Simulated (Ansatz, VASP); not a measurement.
Sn in VASP and in Ansatz

```
Sn
1.0
    -1.92572    1.92572    1.92572
     1.92572   -1.92572    1.92572
     1.92572    1.92572   -1.92572
Sn
1
Direct
  0.00000 0.00000 0.00000
```

Change from the starting cell: volume scaled by 1.05, PAW files.

Alike in both runs: task electric field gradients; functional r2SCAN; k mesh 14 × 14 × 14; occupations fermi-dirac, width 0.08 eV; no spin polarisation.

```csv
,VASP,Ansatz
version,VASP 6.6.1,Ansatz 0.2.0
potentials or method,"VASP PAW PBE potentials, release 64 (Sn_d)","PAW with Ansatz's default frozen-core files, scalar-relativistic"
plane-wave cutoff (eV),520,500
valence electrons in the cell,14,14
```

|  | VASP | Ansatz | Ansatz less VASP |
| --- | --- | --- | --- |
| pressure (GPa) | -2.7 | -2.7 | +0.02 |

VASP's potentials were made for PBE, not for r2SCAN.
